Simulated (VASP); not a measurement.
# Hg (P6_3/mmc) in VASP: further runs

The runs below take Hg through single point, with PBE+D3(BJ).

Program: VASP 6.6.1. These are calculated values, not measurements. Logs are shortened: lines on timing, memory, paths and dates and some standing lists are left out, and cuts for length are marked.

## Step 1: The cell of the first run

Symmetry: P6_3/mmc, No. 194, hexagonal system. The conventional cell has a = 3.337 Å, b = 3.337 Å, c = 11.779 Å, α = 90.00°, β = 90.00°, γ = 120.00°. Hg (site symmetry -3m) has 12 Hg at 3.34 to 3.52 Å within 4.4 Å. Hg (site symmetry -6m2) has 12 Hg at 3.34 to 3.52 Å within 4.4 Å.

## Step 2: Single point, PBE+D3(BJ) (strain +0.1125 x Voigt [0, 0, 1, 0, 0, 0])

The input, INCAR:

```
ALGO = Normal
EDIFF = 1E-6
ENCUT = 520
GGA = PE
ISIF = 2
ISMEAR = 0
IVDW = 12
LASPH = T
LCHARG = F
LREAL = F
LWAVE = F
NBANDS = 32
NELM = 100
PREC = Accurate
SIGMA = 0.15
```

The input, KPOINTS:

```
k-points
0
Gamma
  18 18 6
```

The input, POSCAR:

```
Hg
1.0
    3.3374995657      0.0000000000      0.0000000000
   -1.6687497829      2.8903594090      0.0000000000
    0.0000000000      0.0000000000     11.7794501435
Hg
4
Direct
    0.0000000000      0.0000000000      0.0000000000
    0.3333333333      0.6666666667      0.2500000000
    0.0000000000      0.0000000000      0.5000000000
    0.6666666667      0.3333333333      0.7500000000
```

Potentials or basis: VASP PAW PBE potentials, release 64 (Hg).

Launch:

```sh
> cat potpaw_PBE.64/Hg/POTCAR > POTCAR
> mpirun -np 1 vasp_std > vasp.out
```

OUTCAR:

```text
EDIFF = 1E-6
   ENCUT = 520
   GGA = PE
   ISIF = 2
   ISMEAR = 0
   IVDW = 12
   LASPH = T
   LREAL = F
   NELM = 100
   PREC = Accurate
 IVDW          = 12

 ion  position               nearest neighbor table
   1  0.000  0.000  0.000-   2 3.52   4 3.52   4 3.52   2 3.52   4 3.52   2 3.52
   2  0.333  0.667  0.250-   1 3.52   3 3.52   1 3.52   3 3.52   1 3.52   3 3.52
   3  0.000  0.000  0.500-   2 3.52   4 3.52   4 3.52   2 3.52   4 3.52   2 3.52
   4  0.667  0.333  0.750-   1 3.52   3 3.52   1 3.52   3 3.52   1 3.52   3 3.52

  LATTYP: Found a hexagonal cell.
 ALAT       =     3.3374995657
 C/A-ratio  =     3.5294237232

  Lattice vectors:

 A1 = (   3.3374995657,   0.0000000000,   0.0000000000)
 A2 = (  -1.6687497829,   2.8903594090,   0.0000000000)
 A3 = (   0.0000000000,   0.0000000000,  11.7794501435)

Analysis of symmetry for initial positions (statically):
=====================================================================
 Subroutine PRICEL returns:
 Original cell was already a primitive cell.

 Routine SETGRP: Setting up the symmetry group for a
 hexagonal supercell.

 Subroutine GETGRP returns: Found 24 space group operations
 (whereof 12 operations were pure point group operations)
 out of a pool of 24 trial point group operations.

The static configuration has the point symmetry D_3d.
 The point group associated with its full space group is D_6h.

Analysis of symmetry for dynamics (positions and initial velocities):
=====================================================================
 Subroutine PRICEL returns:
 Original cell was already a primitive cell.

 Routine SETGRP: Setting up the symmetry group for a
 hexagonal supercell.

 Subroutine GETGRP returns: Found 24 space group operations
 (whereof 12 operations were pure point group operations)
 out of a pool of 24 trial point group operations.

The dynamic configuration has the point symmetry D_3d.
 The point group associated with its full space group is D_6h.

 Subroutine INISYM returns: Found 24 space group operations
 (whereof 12 operations are pure point group operations),
 and found     1 'primitive' translations

----------------------------------------------------------------------------------------

                                     Primitive cell

  volume of cell :     113.6313

  direct lattice vectors                    reciprocal lattice vectors
     3.337499566  0.000000000  0.000000000     0.299625507  0.172988867  0.000000000
    -1.668749783  2.890359409  0.000000000     0.000000000  0.345977734  0.000000000
     0.000000000  0.000000000 11.779450144     0.000000000  0.000000000  0.084893606

  length of vectors
     3.337499566  3.337499566 11.779450144     0.345977734  0.345977734  0.084893606

  position of ions in fractional coordinates (direct lattice)
     0.000000000  0.000000000  0.000000000
     0.333333333  0.666666667  0.250000000
     0.000000000  0.000000000  0.500000000
     0.666666667  0.333333333  0.750000000

  ion indices of the primitive-cell ions
   primitive index   ion index
                 1           1
                 2           2
                 3           3
                 4           4

----------------------------------------------------------------------------------------

 KPOINTS: k-points

Automatic generation of k-mesh.
 Grid dimensions read from file:
 generate k-points for:   18   18    6

 Generating k-lattice:

  Cartesian coordinates                     Fractional coordinates (reciprocal lattice)
     0.016645862  0.009610493  0.000000000     0.055555556  0.000000000  0.000000000
     0.000000000  0.019220985  0.000000000     0.000000000  0.055555556  0.000000000
     0.000000000  0.000000000  0.014148934     0.000000000  0.000000000  0.166666667

  Length of vectors
     0.019220985  0.019220985  0.014148934

  Shift w.r.t. Gamma in fractional coordinates (k-lattice)
     0.000000000  0.000000000  0.000000000

 Subroutine IBZKPT returns following result:
 ===========================================

 Found    148 irreducible k-points:

 Following reciprocal coordinates:
            Coordinates               Weight
  0.000000  0.000000  0.000000      1.000000
  0.055556  0.000000  0.000000      6.000000
  0.111111  0.000000  0.000000      6.000000
  0.166667  0.000000  0.000000      6.000000
  0.222222  0.000000  0.000000      6.000000
  0.277778  0.000000  0.000000      6.000000
[... 16 lines left out ...]
  0.333333  0.111111  0.000000     12.000000
  0.388889  0.111111  0.000000     12.000000
 [... further k-points ...]
   k-points           NKPTS =    148   k-points in BZ     NKDIM =    148   number of bands    NBANDS=     32
   number of dos      NEDOS =    301   number of ions     NIONS =      4
   total plane-waves  NPLWV =  70560
   dimension x,y,z NGX =    28 NGY =   28 NGZ =   90
   dimension x,y,z NGXF=    56 NGYF=   56 NGZF=  180
   ions per type =               4
   NGX,Y,Z   is equivalent  to a cutoff of  13.95, 13.95, 12.70 a.u.
   NGXF,Y,Z  is equivalent  to a cutoff of  27.89, 27.89, 25.40 a.u.
 SYSTEM =  unknown system
   PREC   = accura    normal or accurate (medium, high low for compatibility)
   ISTART =      0    job   : 0-new  1-cont  2-samecut
   ICHARG =      2    charge: 1-file 2-atom 10-const
   ISPIN  =      1    spin polarized calculation?
   LNONCOLLINEAR =      F non collinear calculations
   LSORBIT =      F    spin-orbit coupling
   LASPH  =      T    aspherical Exc in radial PAW
   ENCUT  =  520.0 eV  38.22 Ry    6.18 a.u.   6.21  6.21 21.90*2*pi/ulx,y,z
   NELM   =    100;   NELMIN=  2; NELMDL= -5     # of ELM steps
   EDIFF  = 0.1E-05   stopping-criterion for ELM
   LREAL  =      F    real-space projection
   EDIFFG = 0.1E-04   stopping-criterion for IOM
   NSW    =      0    number of steps for IOM
   IBRION =     -1    ionic relax: 0-MD 1-quasi-New 2-CG
   NFREE  =      0    steps in history (QN), initial steepest desc. (CG)
   ISIF   =      2    stress and relaxation
   ISYM   =      2    0-nonsym 1-usesym 2-fastsym
   POTIM  = 0.5000    time-step for ionic-motion
   TEBEG  =    0.0;   TEEND  =   0.0 temperature during run
   PSTRESS=    0.0 pullay stress
   NELECT =      48.0000    total number of electrons
   NUPDOWN=      -1.0000    fix difference up-down
   EMIN   =  10.00;   EMAX   =-10.00  energy-range for DOS
   EFERMI =   0.00;   METHOD = LEGACY
   ISMEAR =     0;   SIGMA  =   0.15  broadening in eV -4-tet -1-fermi 0-gaus
   EFERMI_NEDOS =   21; number of points for ismear=-14 and -15
   IALGO  =     38    algorithm
   IMIX   =      4    mixing-type and parameters
     AMIX     =   0.40;   BMIX     =  1.00
     AMIX_MAG =   1.60;   BMIX_MAG =  1.00
  volume/ion in A,a.u.               =      28.41       191.71
  Fermi-wavevector in a.u.,A,eV,Ry     =   1.228351  2.321247 20.529105  1.508847
  Thomas-Fermi vector in A             =   2.363280
   LORBIT       =      0    0 simple, 1 ext, 2 COOP (PROOUT), +10 PAW based schemes
   GGA     = PE    functional components
   LHFCALC =     F    Hartree Fock is set to
   AEXX    =    0.0000 exact exchange contribution
   IVDW    =    12    specifies the selected vdW correction
   LEPSILON=     F    determine dielectric tensor
   LRPA    =     F    only Hartree local field effects (RPA)
 non-spin polarized calculation
 Gauss-broadening in eV      SIGMA  =   0.15
  energy-cutoff  :      520.00
  volume of cell :      113.63
 maximum number of plane-waves:      3080
 NGX is ok and might be reduce to    28
   NGX = 13   NGY = 13   NGZ = 43

 number of electron      47.9999996 magnetization

 Free energy of the ion-electron system (eV)
  ---------------------------------------------------
  ext. energy  EPLUGINS =         0.00000000
  ---------------------------------------------------
  free energy    TOTEN  =        -0.66519078 eV

  energy without entropy =       -0.65576365  energy(sigma->0) =       -0.66047721

 E-fermi :   1.0518     XC(G=0):  -9.8448

 val. band max:        1.0210497118   @ k =   0.0556   0.0556   0.1667
 cond. band min:       1.0627263878   @ k =   0.2778   0.2222   0.0000
 fundamental gap:      0.0416766760
 Fermi energy:         1.0518049513

 k-point     1 :       0.0000    0.0000    0.0000
  band No.  band energies     occupation
      1      -6.2532      2.00000
      2      -5.7794      2.00000
      3      -5.7340      2.00000
      4      -5.7278      2.00000
      5      -5.1951      2.00000
      6      -5.0552      2.00000
[... 24 lines left out ...]
     31      14.3162      0.00000
     32      14.3235      0.00000

 k-point     2 :       0.0556    0.0000    0.0000
  band No.  band energies     occupation
      1      -6.1872      2.00000
      2      -5.7445      2.00000
      3      -5.6862      2.00000
      4      -5.6796      2.00000
      5      -5.1867      2.00000
      6      -5.0659      2.00000
[... 24 lines left out ...]
     31      13.5171      0.00000
     32      13.5597      0.00000

 k-point     3 :       0.1111    0.0000    0.0000
  band No.  band energies     occupation
      1      -5.9961      2.00000
      2      -5.6505      2.00000
      3      -5.5594      2.00000
      4      -5.5513      2.00000
      5      -5.1669      2.00000
      6      -5.0914      2.00000
[... 24 lines left out ...]
     31      12.3236      0.00000
     32      12.8349      0.00000

 k-point     4 :       0.1667    0.0000    0.0000
  band No.  band energies     occupation
      1      -5.7193      2.00000
      2      -5.5416      2.00000
      3      -5.4171      2.00000
      4      -5.4114      2.00000
      5      -5.1444      2.00000
      6      -5.1051      2.00000
[... 654 lines left out ...]
     31       8.1051      0.00000
     32       8.5928      0.00000

 k-point    23 :       0.3333    0.1111    0.0000
  band No.  band energies     occupation
      1      -5.5521      2.00000
      2      -5.5215      2.00000
      3      -5.4975      2.00000
      4      -5.4200      2.00000
      5      -5.3862      2.00000
      6      -5.2217      2.00000
[... 24 lines left out ...]
     31       7.8823      0.00000
     32       8.3161      0.00000

 k-point    24 :       0.3889    0.1111    0.0000
  band No.  band energies     occupation
      1      -5.5906      2.00000
      2      -5.5597      2.00000
      3      -5.5488      2.00000
      4      -5.4597      2.00000
      5      -5.4196      2.00000
      6      -5.2502      2.00000
[... 24 lines left out ...]
     31       7.3717      0.00000
     32       8.2081      0.00000

 [... further k-points ...]

------------------------ aborting loop because EDIFF is reached ----------------------------------------

 Edisp (eV)   -1.47626

 E8    (eV) :    -0.6714

  FORCE on cell =-STRESS in cart. coord.  units (eV):
  Direction    XX          YY          ZZ          XY          YZ          ZX
  --------------------------------------------------------------------------------------
  -------------------------------------------------------------------------------------
  Total      -0.47638    -0.47638    -1.43615     0.00000     0.00000     0.00000
  in kB      -6.71689    -6.71689   -20.24936     0.00000     0.00000     0.00000
  external pressure =      -11.23 kB  Pullay stress =        0.00 kB

 VOLUME and BASIS-vectors are now :
 -----------------------------------------------------------------------------
  energy-cutoff  :      520.00
  volume of cell :      113.63
      direct lattice vectors                 reciprocal lattice vectors
     3.337499566  0.000000000  0.000000000     0.299625507  0.172988867  0.000000000
    -1.668749783  2.890359409  0.000000000     0.000000000  0.345977734  0.000000000
     0.000000000  0.000000000 11.779450144     0.000000000  0.000000000  0.084893606

 POSITION                                       TOTAL-FORCE (eV/Angst)
 -----------------------------------------------------------------------------------
      0.00000      0.00000      0.00000         0.000000      0.000000      0.000000
     -0.00000      1.92691      2.94486        -0.000000      0.000000      0.000000
      0.00000      0.00000      5.88973         0.000000      0.000000      0.000000
      1.66875      0.96345      8.83459         0.000000      0.000000     -0.000000
 -----------------------------------------------------------------------------------
    total drift:                                0.000000     -0.000000      0.000000

  FREE ENERGIE OF THE ION-ELECTRON SYSTEM (eV)
  ---------------------------------------------------
  free  energy   TOTEN  =        -2.1414536065 eV

  energy  without entropy=       -2.1320264726  energy(sigma->0) =       -2.13674004
```

Wall time 4.1 min (1 thread of Intel Xeon 6975P-C (Granite Rapids), shared host); peak memory 0.52 GiB.

Results:

```
Free energy                : -2.1415 eV
Pressure                   : -1.1 GPa
Band gap on the k mesh     : zero (band 24 reaches 1.09 eV, above the bottom of band 25 at 0.31 eV)
Dispersion energy per atom : -0.369 eV
```

Caveat: the cell differs from its parent crystal (strain +0.1125 x Voigt [0, 0, 1, 0, 0, 0]); spin-orbit coupling is left out, which moves the levels of the heavy elements; pairwise dispersion overbinds metals, which lowers pressure and volume.

## Step 3: Single point, PBE+D3(BJ) (strain -0.0750 x Voigt [0, 0, 1, 0, 0, 0])

The input, INCAR:

```
PREC = Accurate
ENCUT = 520
EDIFF = 1E-7
ISMEAR = 0
SIGMA = 0.15
LREAL = F
LASPH = T
NELM = 100
ALGO = Normal
ISIF = 2
LWAVE = F
LCHARG = F
GGA = PE
IVDW = 12
NBANDS = 32
```

The input, KPOINTS:

```
Automatic mesh
0
Gamma
  18 18 6
```

Edit POSCAR of step 2 so:

```diff
@@ -4,3 +4,3 @@
    -1.6687497829      2.8903594090      0.0000000000
-    0.0000000000      0.0000000000     11.7794501435
+    0.0000000000      0.0000000000      9.7941495575
 Hg
```

Potentials or basis: VASP PAW PBE potentials, release 64 (Hg).

Launch:

```sh
> cat potpaw_PBE.64/Hg/POTCAR > POTCAR
> mpirun -np 1 vasp_std > vasp.out
```

It took 5.4 min on 1 thread of Intel Xeon 6975P-C (Granite Rapids), shared host; peak memory 0.46 GiB.

It converged, with:

| Item | Value |
| --- | --- |
| Free energy | -2.1569 eV |
| Pressure | 2.2 GPa |
| Band gap on the k mesh | zero (band 24 reaches 3.10 eV, above the bottom of band 25 at 1.87 eV) |
| Dispersion energy per atom | -0.443 eV |

Levels at points of the mesh, in eV from the Fermi level:
```
           k point  band 21  band 22  band 23  band 24  band 25  band 26  band 27  band 28
(0.00, 0.00, 0.00)    -6.03    -5.71    -5.71    -0.95    -0.32     8.69     8.74    11.08
(0.50, 0.00, 0.00)    -2.83    -2.76    -1.21    -1.13    -0.80    -0.50     3.61     3.79
(0.00, 0.00, 0.50)    -5.87    -5.87    -4.11    -4.11     3.71     3.71    11.50    11.50
(0.50, 0.00, 0.50)    -2.50    -2.50    -2.21    -2.21     1.10     1.10     1.81     1.81
```

Caveat: the cell differs from its parent crystal (strain -0.0750 x Voigt [0, 0, 1, 0, 0, 0]); spin-orbit coupling is left out, which moves the levels of the heavy elements; pairwise dispersion overbinds metals, which lowers pressure and volume.

## Step 4: Single point, PBE+D3(BJ) (strain -0.1500 x Voigt [0, 0, 1, 0, 0, 0])

The input, INCAR:

```
SYSTEM = Hg
ALGO     = Normal         ! electronic algorithm
EDIFF    = 1E-6           ! SCF threshold, eV
ENCUT    = 520            ! plane-wave cutoff, eV
GGA      = PE             ! functional
ISIF     = 2              ! what is computed and relaxed
ISMEAR   = 0              ! smearing method
IVDW     = 12             ! dispersion correction
LASPH    = .True.         ! aspherical terms in the spheres
LCHARG   = .True.         ! write CHGCAR
LELF     = .True.         ! ELF
LREAL    = .False.        ! projectors in reciprocal space
LVHAR    = .True.       
LWAVE    = .False.        ! write WAVECAR
NBANDS   = 32             ! bands
NELM     = 100            ! most SCF steps
PREC     = Accurate       ! precision mode
SIGMA    = 0.15           ! smearing width, eV
```

The input, KPOINTS:

```
k-points
0
Gamma
  18 18 6
  0 0 0
```

Edit POSCAR of step 3 so:

```diff
@@ -4,3 +4,3 @@
    -1.6687497829      2.8903594090      0.0000000000
-    0.0000000000      0.0000000000      9.7941495575
+    0.0000000000      0.0000000000      9.0000293231
 Hg
```

Launch:

```sh
> cat potpaw_PBE.64/Hg/POTCAR > POTCAR
> mpirun -np 1 vasp_std > vasp.out
```

It took 4 min on 1 thread of Intel Xeon 6975P-C (Granite Rapids), shared host; peak memory 0.43 GiB.

The run converged. Its results:

```yaml
Free_energy: -1.9189 eV
Pressure: 7.7 GPa
Band_gap_on_the_k_mesh: zero (band 24 reaches 4.69 eV, above the bottom of band 25 at 2.35 eV)
Dispersion_energy_per_atom: -0.484 eV
```

Stress tensor (GPa, compression positive):
```
6.88 0.00 0.00
0.00 6.88 0.00
0.00 0.00 9.20
```

Levels at points of the mesh, in eV from the Fermi level:
```
           k point  band 22  band 23  band 24  band 25  band 26  band 27
(0.00, 0.00, 0.00)    -5.89    -5.89    -0.86     0.89    10.38    10.38
(0.50, 0.00, 0.00)    -3.47    -1.81    -1.33    -1.25    -0.50     4.50
(0.00, 0.00, 0.50)    -6.14    -4.19    -4.19     5.19     5.19    10.89
(0.50, 0.00, 0.50)    -3.08    -2.87    -2.87     1.18     1.18     2.14
```

Caveat: the cell differs from its parent crystal (strain -0.1500 x Voigt [0, 0, 1, 0, 0, 0]); spin-orbit coupling is left out, which moves the levels of the heavy elements; pairwise dispersion overbinds metals, which lowers pressure and volume.

## Step 5: Single point, PBE+D3(BJ) (strain +0.0375 x Voigt [0, 0, 1, 0, 0, 0])

The input, INCAR:

```
SYSTEM = Hg
PREC = Accurate ; ENCUT = 520
EDIFF = 1E-7 ; ISMEAR = 0
SIGMA = 0.15 ; LREAL = .False.
LASPH = .True. ; NELM = 100
ALGO = Normal ; ISIF = 2
LWAVE = .False. ; LCHARG = .False.
GGA = PE ; IVDW = 12
NBANDS = 32
```

The input, KPOINTS:

```
regular mesh
0
Gamma
  18 18 6
  0 0 0
```

Edit POSCAR of step 4 so:

```diff
@@ -4,3 +4,3 @@
    -1.6687497829      2.8903594090      0.0000000000
-    0.0000000000      0.0000000000      9.0000293231
+    0.0000000000      0.0000000000     10.9853299091
 Hg
```

Launch:

```sh
> cat potpaw_PBE.64/Hg/POTCAR > POTCAR
> mpirun -np 1 vasp_std > vasp.out
```

Run time: 4.8 min. Hardware: 1 thread of Intel Xeon 6975P-C (Granite Rapids), shared host; peak memory 0.49 GiB.

The run converged. Its results:

- Free energy: -2.2077 eV
- Pressure: -0.5 GPa
- Band gap on the k mesh: zero (band 24 reaches 1.70 eV, above the bottom of band 25 at 0.74 eV)
- Dispersion energy per atom: -0.395 eV

Stress tensor (GPa, compression positive):
```
-0.25  0.00  0.00
 0.00 -0.25  0.00
 0.00  0.00 -0.85
```

Levels at points of the mesh, in eV from the Fermi level:
| k point | band 22 | band 23 | band 24 | band 25 | band 26 | band 27 |
| --- | --- | --- | --- | --- | --- | --- |
| (0.00, 0.00, 0.00) | -5.45 | -5.45 | -1.59 | -0.83 | 6.25 | 6.25 |
| (0.50, 0.00, 0.00) | -1.90 | -0.89 | -0.46 | -0.39 | -0.12 | 2.71 |
| (0.00, 0.00, 0.50) | -5.53 | -3.97 | -3.97 | 2.24 | 2.24 | 10.62 |
| (0.50, 0.00, 0.50) | -1.80 | -1.40 | -1.40 | 1.08 | 1.08 | 1.57 |

Caveat: the cell differs from its parent crystal (strain +0.0375 x Voigt [0, 0, 1, 0, 0, 0]); spin-orbit coupling is left out, which moves the levels of the heavy elements; pairwise dispersion overbinds metals, which lowers pressure and volume.

## Step 6: The runs side by side

| cell | gap on the mesh (eV) | pressure (GPa) |
| --- | --- | --- |
| a = 3.337, b = 3.337, c = 11.779 Å, angles 90.0, 90.0, 120.0°, 4 atoms | none | -1.1 |
| a = 3.337, b = 3.337, c = 9.794 Å, angles 90.0, 90.0, 120.0°, 4 atoms | none | 2.2 |
| a = 3.337, b = 3.337, c = 9.000 Å, angles 90.0, 90.0, 120.0°, 4 atoms | none | 7.7 |
| a = 3.337, b = 3.337, c = 10.985 Å, angles 90.0, 90.0, 120.0°, 4 atoms | none | -0.5 |

Alike in all rows: task single point; level PBE+D3(BJ); potentials or basis VASP PAW PBE potentials, release 64 (Hg); no spin polarisation; k mesh 18 × 18 × 6; cutoff (eV) 520; smearing gaussian 0.15 eV.

Caveats: spin-orbit coupling is left out, which moves the levels of the heavy elements; pairwise dispersion overbinds metals, which lowers pressure and volume.

Total energies depend on the potentials used, so only differences within one code and one set of settings carry meaning.
